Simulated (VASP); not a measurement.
Here is a VASP 6.6.1 calculation.

INCAR

```
  ALGO = Normal
  EDIFF = 1E-6
  ENCUT = 520
  GGA = PS
  GGA_COMPAT = F
  ISIF = 2
  ISMEAR = -1
  LASPH = T
  LCHARG = T
  LMAXMIX = 6
  LNONCOLLINEAR = T
  LORBIT = 11
  LORBMOM = T
  LREAL = F
  LSORBIT = T
  LVHAR = T
  LWAVE = F
  MAGMOM = 0 0 7 0 0 0
  NBANDS = 36
  NELM = 150
  PREC = Accurate
  SIGMA = 0.05
```

File KPOINTS:

```
k-points
0
Gamma
  7 7 7
```

File POSCAR:

```
GdO
1.0
    0.0000000000      2.7000000000      2.7000000000
    2.7000000000      0.0000000000      2.7000000000
    2.7000000000      2.7000000000      0.0000000000
Gd O
1 1
Direct
    0.0000000000      0.0000000000      0.0000000000
    0.7500000000      0.7500000000      0.7500000000
```

Potentials or basis: VASP PAW PBE potentials, release 64 (Gd, O).

The run is started by

```sh
$ cat potpaw_PBE.64/Gd/POTCAR potpaw_PBE.64/O/POTCAR > POTCAR
$ mpirun -np 1 vasp_ncl > vasp.out
```

Question: What does it give for the net moment?

Answer: 7.43 μB per cell.

Question: Estimate the pressure.

Answer: -4.3 GPa.

Moments on the atoms (μB; x, y, z):
```
Gd   0.00  0.00  6.80
O    0.00  0.00 -0.03
```

Caveat: the cell stands under tension; the PAW data sets were made with another functional, which shifts forces and pressure a little; a cell with one magnetic atom can't hold antiferromagnetic order, which such compounds often take. The state reached can hang on the start; a lower one may exist.
